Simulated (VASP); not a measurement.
Set up this calculation in VASP 6.6.1, as the native input.

```
Task                   : single point
Functional             : PBE
Potentials or basis    : VASP PAW PBE potentials, release 64 (Hf_pv, Br)
Cutoff                 : 520 eV
k mesh                 : 6 × 6 × 6
Occupations            : gaussian, width 0.1 eV
Spin                   : no spin polarisation
Dipole correction      : no
Further INCAR settings : ALGO = Normal; EDIFF = 1e-06; NBANDS = 16
```

The structure of HfBr lies in POSCAR:

```
HfBr
1.0
    3.4573501056      0.0000000000      0.0000000000
    0.0000000000      3.4573501056      0.0000000000
    0.0000000000      0.0000000000      3.4573501056
Hf Br
1 1
Direct
    0.5000000000      0.5000000000      0.5000000000
    0.0000000000      0.0000000000      0.0000000000
```

One way to write it, as run:

INCAR

```
ALGO = Normal
EDIFF = 1E-6
ENCUT = 520
GGA = PE
ISIF = 2
ISMEAR = 0
LASPH = T
LCHARG = F
LREAL = F
LWAVE = F
NBANDS = 16
NELM = 60
PREC = Accurate
SIGMA = 0.1
```

KPOINTS

```
k-points
0
Gamma
  6 6 6
```

Potentials or basis: VASP PAW PBE potentials, release 64 (Hf_pv, Br).

The run is started by

```console
$ cat potpaw_PBE.64/Hf_pv/POTCAR potpaw_PBE.64/Br/POTCAR > POTCAR
$ mpirun -np 1 vasp_std > vasp.out
```

Results of the run:

```
Pressure : -0.3 GPa
```

Caveat: an odd number of electrons without spin polarisation forces a metal; a magnetic or distorted state may lie lower.

Wall time 6.7 s on 1 thread of Intel(R) Xeon(R) 6975P-C (Granite Rapids), with other jobs on the host, peak memory 0.16 GiB.
